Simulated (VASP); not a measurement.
# SiO2 (P6_322) in VASP: further runs

Aim: see how the results for SiO2 move with the level of theory and the settings. Levels: PBE, r2SCAN. Tasks: electric field gradients.

Program: VASP 6.6.1. These are calculated values, not measurements. Logs are shortened: lines on timing, memory, paths and dates and some standing lists are left out, and cuts for length are marked.

### 1 The cell of the first run

Symmetry: P6_322, No. 182, hexagonal system. The conventional cell has a = 5.069 Å, b = 5.069 Å, c = 8.558 Å, α = 90.00°, β = 90.00°, γ = 120.00°. Within 2.1 Å of Si (site symmetry 3) lie 4 O at 1.60 to 1.61 Å. Within 2.1 Å of O (site symmetry 2) lie 2 Si at 1.61 Å. O (site symmetry 32) has 2 Si at 1.60 Å within 2.1 Å.

### 2 Electric field gradients, PBE

INCAR

```
PREC     = Accurate       # precision mode
ENCUT    = 520            # plane-wave cutoff, eV
EDIFF    = 1E-8           # SCF threshold, eV
ISMEAR   = -1             # smearing method
SIGMA    = 0.02           # smearing width, eV
LREAL    = False          # projectors in reciprocal space
LASPH    = True           # aspherical terms in the spheres
NELM     = 100            # most SCF steps
ALGO     = Normal         # electronic algorithm
ISIF     = 2              # what is computed and relaxed
LWAVE    = False          # write WAVECAR
LCHARG   = False          # write CHGCAR
GGA      = PE             # functional
LEFG     = True         
NBANDS   = 44             # bands
```

KPOINTS

```
regular mesh
0
Gamma
  6 6 3
```

POSCAR

```
SiO2
1.0
    5.0690738885      0.0000000000      0.0000000000
   -2.5345369442      4.3899467611      0.0000000000
    0.0000000000      0.0000000000      8.5584885400
Si O
4 8
Direct
    0.6666666667      0.3333333333      0.9371258000
    0.6666666667      0.3333333333      0.5628742000
    0.3333333333      0.6666666667      0.0628742000
    0.3333333333      0.6666666667      0.4371258000
    0.0000000000      0.4212587450      0.0000000000
    0.4212587450      0.4212587450      0.5000000000
    0.5787412550      0.0000000000      0.5000000000
    0.5787412550      0.5787412550      0.0000000000
    0.0000000000      0.5787412550      0.5000000000
    0.6666666667      0.3333333333      0.7500000000
    0.3333333333      0.6666666667      0.2500000000
    0.4212587450      0.0000000000      0.0000000000
```

Potentials or basis: VASP PAW PBE potentials, release 64 (Si, O).

Run with:

```console
$ cat potpaw_PBE.64/Si/POTCAR potpaw_PBE.64/O/POTCAR > POTCAR
$ mpirun -np 1 vasp_std > vasp.out
```

OUTCAR:

```text
PREC = Accurate
   ENCUT = 520
   EDIFF = 1E-8
   ISMEAR = -1
   LREAL = False
   LASPH = True
   NELM = 100
   ISIF = 2
   GGA = PE

 ion  position               nearest neighbor table
   1  0.667  0.333  0.937-  10 1.60   5 1.61  12 1.61   8 1.61   3 3.12   3 3.12   3 3.12
   2  0.667  0.333  0.563-  10 1.60   7 1.61   9 1.61   6 1.61   4 3.12   4 3.12   4 3.12
   3  0.333  0.667  0.063-  11 1.60  12 1.61   5 1.61   8 1.61   1 3.12   1 3.12   1 3.12
   4  0.333  0.667  0.437-  11 1.60   9 1.61   7 1.61   6 1.61   2 3.12   2 3.12   2 3.12
   5  0.000  0.421  0.000-   1 1.61   3 1.61
   6  0.421  0.421  0.500-   4 1.61   2 1.61
   7  0.579  0.000  0.500-   2 1.61   4 1.61
   8  0.579  0.579  0.000-   1 1.61   3 1.61
   9  0.000  0.579  0.500-   4 1.61   2 1.61
  10  0.667  0.333  0.750-   1 1.60   2 1.60
  11  0.333  0.667  0.250-   3 1.60   4 1.60
  12  0.421  0.000  0.000-   3 1.61   1 1.61

  LATTYP: Found a hexagonal cell.
 ALAT       =     5.0690738885
 C/A-ratio  =     1.6883732075

  Lattice vectors:

 A1 = (   5.0690738885,   0.0000000000,   0.0000000000)
 A2 = (  -2.5345369442,   4.3899467611,   0.0000000000)
 A3 = (   0.0000000000,   0.0000000000,   8.5584885400)

Analysis of symmetry for initial positions (statically):
=====================================================================
 Subroutine PRICEL returns:
 Original cell was already a primitive cell.

 Routine SETGRP: Setting up the symmetry group for a
 hexagonal supercell.

 Subroutine GETGRP returns: Found 12 space group operations
 (whereof  6 operations were pure point group operations)
 out of a pool of 24 trial point group operations.

The static configuration has the point symmetry D_3 .
 The point group associated with its full space group is D_6 .

Analysis of symmetry for dynamics (positions and initial velocities):
=====================================================================
 Subroutine PRICEL returns:
 Original cell was already a primitive cell.

 Routine SETGRP: Setting up the symmetry group for a
 hexagonal supercell.

 Subroutine GETGRP returns: Found 12 space group operations
 (whereof  6 operations were pure point group operations)
 out of a pool of 24 trial point group operations.

The dynamic configuration has the point symmetry D_3 .
 The point group associated with its full space group is D_6 .

[... 833 lines left out ...]
  volume of cell :      190.45
      direct lattice vectors                 reciprocal lattice vectors
     5.069073889  0.000000000  0.000000000     0.197274694  0.113896598  0.000000000
    -2.534536944  4.389946761  0.000000000     0.000000000  0.227793195  0.000000000
     0.000000000  0.000000000  8.558488540     0.000000000  0.000000000  0.116843061

 POSITION                                       TOTAL-FORCE (eV/Angst)
 -----------------------------------------------------------------------------------
      2.53454      1.46332      8.02038        -0.000000     -0.000000      0.013542
      2.53454      1.46332      4.81735        -0.000000     -0.000000     -0.013542
     -0.00000      2.92663      0.53811        -0.000000      0.000000     -0.013542
     -0.00000      2.92663      3.74114        -0.000000      0.000000      0.013542
     -1.06770      1.84930      0.00000         0.123899     -0.214599     -0.000000
      1.06770      1.84930      4.27924        -0.123899     -0.214599     -0.000000
      2.93368      0.00000      4.27924         0.247798      0.000000     -0.000000
      1.46684      2.54064      0.00000         0.123899      0.214599     -0.000000
     -1.46684      2.54064      4.27924        -0.123899      0.214599     -0.000000
      2.53454      1.46332      6.41887        -0.000000     -0.000000     -0.000000
     -0.00000      2.92663      2.13962        -0.000000      0.000000     -0.000000
      2.13539      0.00000      0.00000        -0.247798     -0.000000     -0.000000
 -----------------------------------------------------------------------------------
    total drift:                               -0.000001      0.000000      0.000000

  FREE ENERGIE OF THE ION-ELECTRON SYSTEM (eV)
  ---------------------------------------------------
  free  energy   TOTEN  =       -94.8640000033 eV

  energy  without entropy=      -94.8640000033  energy(sigma->0) =      -94.86400000

 Electric field gradients (V/A^2)
---------------------------------------------------------------------
 ion       V_xx      V_yy      V_zz      V_xy      V_xz      V_yz
---------------------------------------------------------------------
   1       0.343     0.343    -0.686    -0.000    -0.000    -0.000
   2       0.343     0.343    -0.686    -0.000     0.000    -0.000
   3       0.343     0.343    -0.686    -0.000    -0.000     0.000
   4       0.343     0.343    -0.686    -0.000     0.000     0.000
   5      45.707   -11.350   -34.357    49.415    40.460    23.359
   6      45.706   -11.351   -34.356   -49.413    40.460   -23.359
   7     -39.880    74.237   -34.357     0.001    -0.000    46.719
   8      45.706   -11.351   -34.356   -49.413   -40.460    23.359
   9      45.707   -11.350   -34.357    49.415   -40.460   -23.359
  10     -48.445   -48.445    96.890    -0.001    -0.000    -0.000
  11     -48.445   -48.445    96.890    -0.001     0.000     0.000
  12     -39.880    74.237   -34.357     0.001     0.000   -46.719
---------------------------------------------------------------------

 Electric field gradients after diagonalization (V/A^2)
 (convention: |V_zz| > |V_xx| > |V_yy|)
----------------------------------------------------------------------
 ion       V_xx      V_yy      V_zz     asymmetry (V_yy - V_xx)/ V_zz
----------------------------------------------------------------------
   1       0.343     0.343    -0.686       0.000
   2       0.343     0.343    -0.686       0.000
   3       0.343     0.343    -0.686       0.000
   4       0.343     0.343    -0.686       0.000
   5     -51.690   -39.880    91.569       0.129
   6     -51.689   -39.879    91.568       0.129
   7     -51.690   -39.880    91.569       0.129
   8     -51.689   -39.879    91.568       0.129
   9     -51.690   -39.880    91.569       0.129
  10     -48.446   -48.444    96.890       0.000
  11     -48.446   -48.444    96.890       0.000
  12     -51.690   -39.880    91.569       0.129
----------------------------------------------------------------------

           NMR quadrupolar parameters

 Cq : quadrupolar parameter    Cq=e*Q*V_zz/h
 eta: asymmetry parameters     (V_yy - V_xx)/ V_zz
 Q  : nuclear electric quadrupole moment in mb (millibarn)
----------------------------------------------------------------------
 ion       Cq(MHz)       eta       Q (mb)
----------------------------------------------------------------------
   1      -0.002       0.000       1.000
   2      -0.002       0.000       1.000
   3      -0.002       0.000       1.000
   4      -0.002       0.000       1.000
   5       0.221       0.129       1.000
   6       0.221       0.129       1.000
   7       0.221       0.129       1.000
   8       0.221       0.129       1.000
   9       0.221       0.129       1.000
  10       0.234       0.000       1.000
  11       0.234       0.000       1.000
  12       0.221       0.129       1.000
----------------------------------------------------------------------
```

stdout:

```text
POSCAR found type information on POSCAR SiO
 POSCAR found :  2 types and      12 ions
 scaLAPACK will be used
 LDA part: xc-table for (Slater+PW92), standard interpolation
 POSCAR, INCAR and KPOINTS ok, starting setup
 FFT: planning ... GRIDC
 FFT: planning ... GRID_SOFT
 FFT: planning ... GRID
 WAVECAR not read
 entering main loop
ion   1

ion   2

ion   3

ion   4

ion   5
     0.0000293   -10.6648349    -5.0808690     6.4519526    -8.8003232    -6.1573453
     0.0000403   -10.6648348    -5.0808689     6.4519525    -8.8003231    -6.1573452
     0.0000555   -10.6648346    -5.0808688     6.4519524    -8.8003230    -6.1573451
     0.0000765   -10.6648343    -5.0808687     6.4519522    -8.8003227    -6.1573449

     0.0000293   -39.5319461   -18.7272001    23.7677177   -32.4364621   -22.8237797
     0.0000403   -39.5319388   -18.7271967    23.7677133   -32.4364561   -22.8237755
     0.0000555   -39.5319263   -18.7271908    23.7677058   -32.4364459   -22.8237683
     0.0000765   -39.5319053   -18.7271808    23.7676932   -32.4364287   -22.8237561
[... 25 lines left out ...]
ion   9
     0.0000293   -10.6648349     5.0808690     6.4519526     8.8003232    -6.1573453
     0.0000403   -10.6648348     5.0808689     6.4519525     8.8003231    -6.1573452
     0.0000555   -10.6648346     5.0808688     6.4519524     8.8003230    -6.1573451
     0.0000765   -10.6648343     5.0808687     6.4519522     8.8003227    -6.1573449

     0.0000293   -39.5319461    18.7272001    23.7677177    32.4364621   -22.8237797
     0.0000403   -39.5319388    18.7271967    23.7677133    32.4364561   -22.8237755
     0.0000555   -39.5319263    18.7271908    23.7677058    32.4364459   -22.8237683
     0.0000765   -39.5319053    18.7271808    23.7676932    32.4364287   -22.8237561

ion  10

ion  11

ion  12
```

Wall time 3.8 min (1 thread of Intel Xeon 8259CL, shared host); peak memory 0.33 GiB.

What came out:

| Item | Value |
| --- | --- |
| Free energy | -94.8640 eV |
| Pressure | 4.2 GPa |
| Largest force | 0.248 eV/Å |
| Band gap on the k mesh | 5.61 eV, indirect (least direct gap 5.63 eV) |

Forces in eV/Å, atoms in the order of the input:
```
Si   0.000  0.000  0.014
Si   0.000  0.000 -0.014
Si   0.000  0.000 -0.014
Si   0.000  0.000  0.014
O    0.124 -0.215  0.000
O   -0.124 -0.215  0.000
O    0.248  0.000  0.000
O    0.124  0.215  0.000
O   -0.124  0.215  0.000
O    0.000  0.000  0.000
O    0.000  0.000  0.000
O   -0.248  0.000  0.000
```

Electric field gradients, principal values (V/Å²):
```tsv
atom	least	middle	greatest (by size)
1 Si	0.343	0.343	-0.686
2 Si	0.343	0.343	-0.686
3 Si	0.343	0.343	-0.686
4 Si	0.343	0.343	-0.686
5 O	-39.880	-51.690	91.569
6 O	-39.879	-51.689	91.568
7 O	-39.880	-51.690	91.569
8 O	-39.879	-51.689	91.568
9 O	-39.880	-51.690	91.569
10 O	-48.444	-48.446	96.890
11 O	-48.444	-48.446	96.890
12 O	-39.880	-51.690	91.569
```

Caveat: without QUAD_EFG the Cq values of the log hold for a quadrupole moment of 1 mb, not for the nuclei.

(Part 1 of 2 ends here.)
